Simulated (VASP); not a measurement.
IrO2:

```
Ir O
1.0
     4.50510    0.00000    0.00000
     0.00000    4.50510    0.00000
     0.00000    0.00000    3.15860
Ir O
2 4
Direct
  0.00000 0.00000 0.00000
  0.50000 0.50000 0.50000
  0.30770 0.30770 0.00000
  0.19230 0.80770 0.50000
  0.69230 0.69230 0.00000
  0.80770 0.19230 0.50000
```

Base run:

| Property | Result |
| --- | --- |
| Program | VASP 6.6.1 |
| Functional | PBEsol |
| Potentials or basis | VASP PAW PBE potentials, release 64 (Ir, O) |
| Cutoff | 600 eV |
| k mesh | 5 × 5 × 7 |
| Occupations | fermi-dirac, width 0.1 eV |
| Spin | no spin polarisation |

Its results: band gap on the k mesh zero (band 21 reaches 6.51 eV, above the bottom of band 22 at 5.80 eV); pressure -1.8 GPa; largest force 0.147 eV/Å.

Task: The run is repeated on the same cell with these changes: k mesh from 5 × 5 × 7 to 2 × 2 × 2. What comes out?

Result: Band gap on the k mesh zero (band 21 reaches 6.55 eV, above the bottom of band 22 at 5.49 eV); pressure -5.2 GPa; largest force 0.921 eV/Å.

Caveats: some runs use coarse meshes; the PAW data sets were made with another functional, which shifts forces and pressure a little; spin-orbit coupling is left out, which moves the levels of the heavy elements.
